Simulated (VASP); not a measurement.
# Nb (Fm-3m) in VASP: a series of runs

Runs on Nb. Level: PBE. Tasks: single point, relaxation of cell and atoms.

Program: VASP 6.6.1. These are calculated values, not measurements. Logs are shortened: lines on timing, memory, paths and dates and some standing lists are left out, and cuts for length are marked.

## Step 1: The cell of the first run

Symmetry: Fm-3m, No. 225, cubic system. Conventional cell: a = 4.219 Å, b = 4.219 Å, c = 4.219 Å, α = 90.00°, β = 90.00°, γ = 90.00°. Nb (site symmetry m-3m) has 12 Nb at 2.98 Å within 3.9 Å.

This isn't the form of Nb at room conditions, which is bcc.

## Step 2: Single point, PBE

INCAR

```
PREC     = Accurate       # precision mode
ENCUT    = 520            # plane-wave cutoff, eV
EDIFF    = 1E-7           # SCF threshold, eV
ISMEAR   = -1             # smearing method
SIGMA    = 0.05           # smearing width, eV
LREAL    = False          # projectors in reciprocal space
LASPH    = True           # aspherical terms in the spheres
NELM     = 80             # most SCF steps
ALGO     = Normal         # electronic algorithm
ISIF     = 2              # what is computed and relaxed
LWAVE    = False          # write WAVECAR
LCHARG   = False          # write CHGCAR
GGA      = PE             # functional
NBANDS   = 12             # bands
```

KPOINTS

```
regular mesh
0
Gamma
  17 17 17
```

POSCAR

```
Nb
1.0
    0.0000000000      2.1093293374      2.1093293374
    2.1093293374      0.0000000000      2.1093293374
    2.1093293374      2.1093293374      0.0000000000
Nb
1
Direct
    0.0000000000      0.0000000000      0.0000000000
```

Potentials or basis: VASP PAW PBE potentials, release 64 (Nb_sv).

The run is started by

```
$ cat potpaw_PBE.64/Nb_sv/POTCAR > POTCAR
$ mpirun -np 1 vasp_std > vasp.out
```

OUTCAR:

```text
PREC = Accurate
   ENCUT = 520
   EDIFF = 1E-7
   ISMEAR = -1
   LREAL = False
   LASPH = True
   NELM = 80
   ISIF = 2
   GGA = PE

 ion  position               nearest neighbor table
   1  0.000  0.000  0.000-

  LATTYP: Found a face centered cubic cell.
 ALAT       =     4.2186586748

  Lattice vectors:

 A1 = (   0.0000000000,   2.1093293374,   2.1093293374)
 A2 = (   2.1093293374,   0.0000000000,   2.1093293374)
 A3 = (   2.1093293374,   2.1093293374,   0.0000000000)

Analysis of symmetry for initial positions (statically):
=====================================================================
 Subroutine PRICEL returns:
 Original cell was already a primitive cell.

 Routine SETGRP: Setting up the symmetry group for a
 face centered cubic supercell.

 Subroutine GETGRP returns: Found 48 space group operations
 (whereof 48 operations were pure point group operations)
 out of a pool of 48 trial point group operations.

The static configuration has the point symmetry O_h .

Analysis of symmetry for dynamics (positions and initial velocities):
=====================================================================
 Subroutine PRICEL returns:
 Original cell was already a primitive cell.

 Routine SETGRP: Setting up the symmetry group for a
 face centered cubic supercell.

 Subroutine GETGRP returns: Found 48 space group operations
 (whereof 48 operations were pure point group operations)
 out of a pool of 48 trial point group operations.

The dynamic configuration has the point symmetry O_h .

 Subroutine INISYM returns: Found 48 space group operations
 (whereof 48 operations are pure point group operations),
 and found     1 'primitive' translations

----------------------------------------------------------------------------------------

                                     Primitive cell

  volume of cell :      18.7700

  direct lattice vectors                    reciprocal lattice vectors
     0.000000000  2.109329337  2.109329337    -0.237042168  0.237042168  0.237042168
     2.109329337  0.000000000  2.109329337     0.237042168 -0.237042168  0.237042168
     2.109329337  2.109329337  0.000000000     0.237042168  0.237042168 -0.237042168

  length of vectors
     2.983042156  2.983042156  2.983042156     0.410569079  0.410569079  0.410569079

  position of ions in fractional coordinates (direct lattice)
[... 82 lines left out ...]
   NFREE  =      0    steps in history (QN), initial steepest desc. (CG)
   ISIF   =      2    stress and relaxation
   ISYM   =      2    0-nonsym 1-usesym 2-fastsym
   POTIM  = 0.5000    time-step for ionic-motion
   TEBEG  =    0.0;   TEEND  =   0.0 temperature during run
   PSTRESS=    0.0 pullay stress
   NELECT =      13.0000    total number of electrons
   NUPDOWN=      -1.0000    fix difference up-down
   EMIN   =  10.00;   EMAX   =-10.00  energy-range for DOS
   EFERMI =   0.00;   METHOD = LEGACY
   ISMEAR =    -1;   SIGMA  =   0.05  broadening in eV -4-tet -1-fermi 0-gaus
   EFERMI_NEDOS =   21; number of points for ismear=-14 and -15
   IALGO  =     38    algorithm
   IMIX   =      4    mixing-type and parameters
     AMIX     =   0.40;   BMIX     =  1.00
     AMIX_MAG =   1.60;   BMIX_MAG =  1.00
  volume/ion in A,a.u.               =      18.77       126.67
  Fermi-wavevector in a.u.,A,eV,Ry     =   1.448443  2.737161 28.544867  2.097989
  Thomas-Fermi vector in A             =   2.566284
   LORBIT       =      0    0 simple, 1 ext, 2 COOP (PROOUT), +10 PAW based schemes
   GGA     = PE    functional components
   LHFCALC =     F    Hartree Fock is set to
   AEXX    =    0.0000 exact exchange contribution
   IVDW    =     0    specifies the selected vdW correction
   LEPSILON=     F    determine dielectric tensor
   LRPA    =     F    only Hartree local field effects (RPA)
 non-spin polarized calculation
  energy-cutoff  :      520.00
  volume of cell :       18.77
 maximum number of plane-waves:       531
   NGX = 11   NGY = 11   NGZ = 11

 number of electron      13.0000001 magnetization

 Free energy of the ion-electron system (eV)
  ---------------------------------------------------
  ext. energy  EPLUGINS =         0.00000000
  ---------------------------------------------------
  free energy    TOTEN  =        -9.89888924 eV

  energy without entropy =       -9.88572995  energy(sigma->0) =       -9.89230959

 E-fermi :  10.9672     XC(G=0): -12.2914

 val. band max:       10.9668139172   @ k =   0.0588   0.0000   0.0000
 cond. band min:      10.9805638871   @ k =   0.3529   0.2353   0.0588
 fundamental gap:      0.0137499699
 Fermi energy:        10.9672131552

 k-point     1 :       0.0000    0.0000    0.0000
  band No.  band energies     occupation
      1     -43.8300      2.00000
      2     -19.2176      2.00000
      3     -19.2176      2.00000
      4     -19.2176      2.00000
      5       4.7382      2.00000
      6      11.0684      0.23363
      7      11.0684      0.23363
      8      11.0684      0.23363
      9      13.6612      0.00000
     10      13.6612      0.00000
     11      22.7844      0.00000
     12      27.5606      0.00000
[... 331 lines left out ...]
 k-point    24 :      -0.1176    0.0588    0.0000
  band No.  band energies     occupation
      1     -43.7916      2.00000
      2     -19.4545      2.00000
      3     -19.2776      2.00000
      4     -19.2365      2.00000
      5       5.5125      2.00000
      6      10.5119      1.99978
      7      11.3934      0.00040
      8      11.4046      0.00032
      9      13.1681      0.00000
     10      13.6930      0.00000
     11      24.2297      0.00000
     12      25.5772      0.00000

 [... further k-points ...]

------------------------ aborting loop because EDIFF is reached ----------------------------------------

  FORCE on cell =-STRESS in cart. coord.  units (eV):
  Direction    XX          YY          ZZ          XY          YZ          ZX
  --------------------------------------------------------------------------------------
  -------------------------------------------------------------------------------------
  Total       -0.0395845     -0.0395845     -0.0395845      0.0000000      0.0000000     -0.0000000
  in kB       -3.3788777     -3.3788777     -3.3788777      0.0000000      0.0000000     -0.0000000
  external PRESSURE =      -3.3788777 kB  Pullay stress =       0.0000000 kB

 VOLUME and BASIS-vectors are now :
 -----------------------------------------------------------------------------
  energy-cutoff  :      520.00
  volume of cell :       18.77
      direct lattice vectors                 reciprocal lattice vectors
     0.000000000  2.109329337  2.109329337    -0.237042168  0.237042168  0.237042168
     2.109329337  0.000000000  2.109329337     0.237042168 -0.237042168  0.237042168
     2.109329337  2.109329337  0.000000000     0.237042168  0.237042168 -0.237042168

 POSITION                                       TOTAL-FORCE (eV/Angst)
 -----------------------------------------------------------------------------------
      0.00000      0.00000      0.00000         0.000000     -0.000000     -0.000000
 -----------------------------------------------------------------------------------
    total drift:                                0.000000      0.000000     -0.000000

  FREE ENERGIE OF THE ION-ELECTRON SYSTEM (eV)
  ---------------------------------------------------
  free  energy   TOTEN  =        -9.8988892355 eV

  energy  without entropy=       -9.8857299457  energy(sigma->0) =       -9.89230959
```

OSZICAR:

```text
N       E                     dE             d eps       ncg     rms          rms(c)
DAV:   1     0.116293022817E+03    0.11629E+03   -0.72576E+03  3960   0.108E+03
DAV:   2    -0.546912035873E+01   -0.12176E+03   -0.11745E+03  4328   0.385E+02
DAV:   3    -0.100726417748E+02   -0.46035E+01   -0.44083E+01  5748   0.654E+01
DAV:   4    -0.103540573500E+02   -0.28142E+00   -0.27930E+00  5564   0.148E+01
DAV:   5    -0.103653293067E+02   -0.11272E-01   -0.11268E-01  5884   0.240E+00    0.663E+00
DAV:   6    -0.994464534542E+01    0.42068E+00   -0.66084E-01  6300   0.101E+01    0.235E+00
DAV:   7    -0.989419632513E+01    0.50449E-01   -0.20347E-01  6468   0.557E+00    0.101E+00
DAV:   8    -0.989883752219E+01   -0.46412E-02   -0.12985E-02  4724   0.150E+00    0.498E-02
DAV:   9    -0.989887597724E+01   -0.38455E-04   -0.96377E-04  6692   0.335E-01    0.394E-02
DAV:  10    -0.989889375277E+01   -0.17776E-04   -0.16469E-05  4760   0.573E-02    0.149E-02
DAV:  11    -0.989888931956E+01    0.44332E-05   -0.76778E-06  5024   0.474E-02    0.249E-03
DAV:  12    -0.989888923547E+01    0.84087E-07   -0.55589E-07  6108   0.661E-03
   1 F= -.98988892E+01 E0= -.98923096E+01  d E =-.131593E-01
```

stdout:

```text
POSCAR found type information on POSCAR Nb
 POSCAR found :  1 types and       1 ions
 scaLAPACK will be used
 LDA part: xc-table for (Slater+PW92), standard interpolation
 POSCAR, INCAR and KPOINTS ok, starting setup
 FFT: planning ... GRIDC
 FFT: planning ... GRID_SOFT
 FFT: planning ... GRID
 WAVECAR not read
 entering main loop
```

Run time: 12 s. Hardware: 1 thread of Intel Xeon 6975P-C (Granite Rapids), shared host; peak memory 0.16 GiB.

What came out:

```
Free energy            : -9.8989 eV
Pressure               : -0.3 GPa
Band gap on the k mesh : zero (an odd number of electrons rules out a gap without spin polarisation)
```

Levels at points of the mesh, in eV from the Fermi level:
| k point | band 3 | band 4 | band 5 | band 6 | band 7 | band 8 | band 9 | band 10 |
| --- | --- | --- | --- | --- | --- | --- | --- | --- |
| (0.00, 0.00, 0.00) | -30.18 | -30.18 | -6.23 | 0.10 | 0.10 | 0.10 | 2.69 | 2.69 |

## Step 3: Relaxation of cell and atoms, PBE

This run uses another cell than the first one, of 18.13 Å³/atom.

INCAR

```
SYSTEM = Nb
PREC = Accurate
ENCUT = 600
EDIFF = 1E-7
ISMEAR = -1
SIGMA = 0.05
LREAL = .False.
LASPH = .True.
NELM = 60
ALGO = Normal
ISIF = 3
LWAVE = .False.
LCHARG = .False.
GGA = PE
IBRION = 2
NSW = 60
EDIFFG = -0.005
```

KPOINTS

```
regular mesh
0
Gamma
  17 17 17
  0 0 0
```

POSCAR

```
Nb
1.0
    0.0000000000      2.0849260709      2.0849260709
    2.0849260709      0.0000000000      2.0849260709
    2.0849260709      2.0849260709      0.0000000000
Nb
1
Direct
    0.0000000000      0.0000000000      0.0000000000
```

Potentials or basis: VASP PAW PBE potentials, release 64 (Nb_sv).

The run is started by

```
$ cat potpaw_PBE.64/Nb_sv/POTCAR > POTCAR
$ mpirun -np 1 vasp_std > vasp.out
```

OUTCAR:

```text
SYSTEM = Nb
   PREC = Accurate
   ENCUT = 600
   EDIFF = 1E-7
   ISMEAR = -1
   LREAL = .False.
   LASPH = .True.
   NELM = 60
   ISIF = 3
   GGA = PE
   IBRION = 2
   NSW = 60
   EDIFFG = -0.005

 ion  position               nearest neighbor table
   1  0.000  0.000  0.000-

  LATTYP: Found a face centered cubic cell.
 ALAT       =     4.1698521418

  Lattice vectors:

 A1 = (   0.0000000000,   2.0849260709,   2.0849260709)
 A2 = (   2.0849260709,   0.0000000000,   2.0849260709)
 A3 = (   2.0849260709,   2.0849260709,   0.0000000000)

Analysis of symmetry for initial positions (statically):
=====================================================================
 Subroutine PRICEL returns:
 Original cell was already a primitive cell.

 Routine SETGRP: Setting up the symmetry group for a
 face centered cubic supercell.

 Subroutine GETGRP returns: Found 48 space group operations
 (whereof 48 operations were pure point group operations)
 out of a pool of 48 trial point group operations.

The static configuration has the point symmetry O_h .

Analysis of symmetry for dynamics (positions and initial velocities):
=====================================================================
 Subroutine PRICEL returns:
 Original cell was already a primitive cell.

[... 256 lines left out ...]
--------------------------------------- Ionic step        4  -------------------------------------------

 number of electron      13.0000001 magnetization

 Free energy of the ion-electron system (eV)
  ---------------------------------------------------
  ext. energy  EPLUGINS =         0.00000000
  ---------------------------------------------------
  free energy    TOTEN  =        -9.89848133 eV

  energy without entropy =       -9.88533118  energy(sigma->0) =       -9.89190625

 E-fermi :  10.9965     XC(G=0): -12.3023

 val. band max:       10.9945371500   @ k =   0.0588   0.0000   0.0000
 cond. band min:      11.0087607468   @ k =   0.3529   0.2353   0.0588
 fundamental gap:      0.0142235968
 Fermi energy:        10.9964973251

 k-point     1 :       0.0000    0.0000    0.0000
  band No.  band energies     occupation
      1     -43.7984      2.00000
      2     -19.1822      2.00000
      3     -19.1822      2.00000
      4     -19.1822      2.00000
      5       4.7621      2.00000
      6      11.0964      0.23878
      7      11.0964      0.23878
      8      11.0964      0.23878
      9      13.6969      0.00000
     10      13.6969      0.00000
[... 287 lines left out ...]
 k-point    24 :      -0.1176    0.0588    0.0000
  band No.  band energies     occupation
      1     -43.7597      2.00000
      2     -19.4208      2.00000
      3     -19.2426      2.00000
      4     -19.2013      2.00000
      5       5.5381      2.00000
      6      10.5383      1.99979
      7      11.4222      0.00040
      8      11.4336      0.00032
      9      13.2019      0.00000
     10      13.7285      0.00000

 [... further k-points ...]

------------------------ aborting loop because EDIFF is reached ----------------------------------------

  FORCE on cell =-STRESS in cart. coord.  units (eV):
  Direction    XX          YY          ZZ          XY          YZ          ZX
  --------------------------------------------------------------------------------------
  -------------------------------------------------------------------------------------
  Total        0.0018465      0.0018465      0.0018465      0.0000000     -0.0000000      0.0000000
  in kB        0.1579532      0.1579532      0.1579532      0.0000000     -0.0000000      0.0000000
  external PRESSURE =       0.1579532 kB  Pullay stress =       0.0000000 kB
[... 16 lines left out ...]
  FREE ENERGIE OF THE ION-ELECTRON SYSTEM (eV)
  ---------------------------------------------------
  free  energy   TOTEN  =        -9.8984813291 eV

  energy  without entropy=       -9.8853311793  energy(sigma->0) =       -9.89190625

 reached required accuracy - stopping structural energy minimisation
```

OSZICAR:

```text
N       E                     dE             d eps       ncg     rms          rms(c)
DAV:   1     0.125926892670E+03    0.12593E+03   -0.80988E+03  3316   0.144E+03
DAV:   2    -0.427595078127E+01   -0.13020E+03   -0.12755E+03  3500   0.471E+02
DAV:   3    -0.996730195511E+01   -0.56914E+01   -0.54496E+01  4920   0.831E+01
[... 40 lines left out ...]
DAV:   3    -0.989847622928E+01    0.62145E-05   -0.47930E-05  5060   0.773E-02    0.948E-03
DAV:   4    -0.989847843304E+01   -0.22038E-05   -0.15068E-06  4128   0.129E-02    0.540E-03
DAV:   5    -0.989848109730E+01   -0.26643E-05   -0.40497E-06  5454   0.138E-02    0.260E-03
DAV:   6    -0.989848128287E+01   -0.18557E-06   -0.76659E-08  2054   0.394E-03    0.888E-04
DAV:   7    -0.989848142128E+01   -0.13841E-06   -0.25874E-08  1708   0.272E-03    0.370E-04
DAV:   8    -0.989848132912E+01    0.92158E-07   -0.62937E-09  1688   0.137E-03
   4 F= -.98984813E+01 E0= -.98919063E+01  d E =-.105248E-01
```

It took 35 s on 1 thread of Intel Xeon 6975P-C (Granite Rapids), shared host; peak memory 0.17 GiB.

What came out:

| Item | Value |
| --- | --- |
| Free energy | -9.8985 eV |
| Relaxed volume | 18.73 Å³/atom |
| Relaxed cell | a = 2.981 Å, b = 2.981 Å, c = 2.981 Å, α = 60.00°, β = 60.00°, γ = 60.00° |
| Space group after relaxing (to 0.1 Å) | Fm-3m (No. 225) |
| Energy gained by relaxing | 10.5 meV/atom |
| Ionic steps | 4 |
| Pressure after relaxing | 0.0 GPa |
| Band gap on the k mesh | zero (an odd number of electrons rules out a gap without spin polarisation) |

Step by step:
| step | energy change (eV) | largest force (eV/Å) | pressure (GPa) | volume (Å³) |
| --- | --- | --- | --- | --- |
| 1 | 0.0000 | 0.0000 | 5.73 | 18.13 |
| 2 | 0.0222 | 0.0000 | -8.71 | 19.88 |
| 3 | -0.0105 | 0.0000 | -0.09 | 18.74 |
| 4 | -0.0105 | 0.0000 | 0.02 | 18.73 |

Final structure:
```
CELL_PARAMETERS angstrom
0.00000 2.10784 2.10784
2.10784 0.00000 2.10784
2.10784 2.10784 0.00000
ATOMIC_POSITIONS crystal
Nb 0.00000 0.00000 0.00000
```
